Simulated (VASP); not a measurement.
Here is a VASP 6.6.1 calculation.

The input INCAR:

```
ALGO     = Normal         # electronic algorithm
EDIFF    = 1E-6           # SCF threshold, eV
ENCUT    = 520            # plane-wave cutoff, eV
GGA      = PS             # functional
ISIF     = 2              # what is computed and relaxed
ISMEAR   = 0              # smearing method
LASPH    = T              # aspherical terms in the spheres
LCHARG   = F              # write CHGCAR
LREAL    = F              # projectors in reciprocal space
LWAVE    = F              # write WAVECAR
NBANDS   = 11             # bands
NELM     = 80             # most SCF steps
PREC     = Accurate       # precision mode
SIGMA    = 0.01           # smearing width, eV
```

KPOINTS

```
k-points
0
Gamma
  10 10 6
```

POSCAR

```
BN
1.0
    2.5890008530      0.0000000000      0.0000000000
   -1.2869549750      2.2464799879      0.0000000000
   -0.6510229390     -1.1232405101      3.1201079402
B N
1 1
Direct
    0.9796430000      0.9834990000      0.0018060000
    0.6685060000      0.3323850000      0.9849990000
```

Potentials or basis: VASP PAW PBE potentials, release 64 (B, N).

The run is started by

```bash
$ cat potpaw_PBE.64/B/POTCAR potpaw_PBE.64/N/POTCAR > POTCAR
$ mpirun -np 1 vasp_std > vasp.out
```

Question: Estimate the band gap on the k mesh.

Answer: 2.75 eV (least direct gap 4.30 eV).

Question: Estimate the largest force.

Answer: 2.203 eV/Å.

Stress tensor (GPa, compression positive):
```
-33.81  -2.07   0.38
 -2.07 -28.56   0.89
  0.38   0.89   2.76
```

Caveat: the cell stands under tension; the PAW data sets were made with another functional, which shifts forces and pressure a little. A k mesh can miss the band edges.
